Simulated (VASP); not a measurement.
Here is a VASP 6.6.1 calculation.

The input INCAR:

```
PREC = Accurate ; ENCUT = 520
EDIFF = 1E-6 ; ISMEAR = -1
SIGMA = 0.05 ; LREAL = F
LASPH = T ; NELM = 80
ALGO = Fast ; ISIF = 2
LWAVE = F ; LCHARG = F
GGA = PE ; NBANDS = 13
```

The input KPOINTS:

```
Automatic mesh
0
Gamma
  12 12 12
```

File POSCAR:

```
W
1.0
   -1.5610356367      1.5610356367      1.5610356367
    1.5610356367     -1.5610356367      1.5610356367
    1.5610356367      1.5610356367     -1.5610356367
W
1
Direct
    0.0000000000      0.0000000000      0.0000000000
```

Potentials or basis: VASP PAW PBE potentials, release 64 (W_sv).

Run with:

```console
$ cat potpaw_PBE.64/W_sv/POTCAR > POTCAR
$ mpirun -np 1 vasp_std > vasp.out
```

Problem. Estimate the band gap on the k mesh.

Solution. Zero (band 7 reaches 17.52 eV, above the bottom of band 8 at 10.75 eV).

Problem. What does it give for the pressure?

Solution. 20.7 GPa.

Caveat: spin-orbit coupling is left out, which moves the levels of the heavy elements.
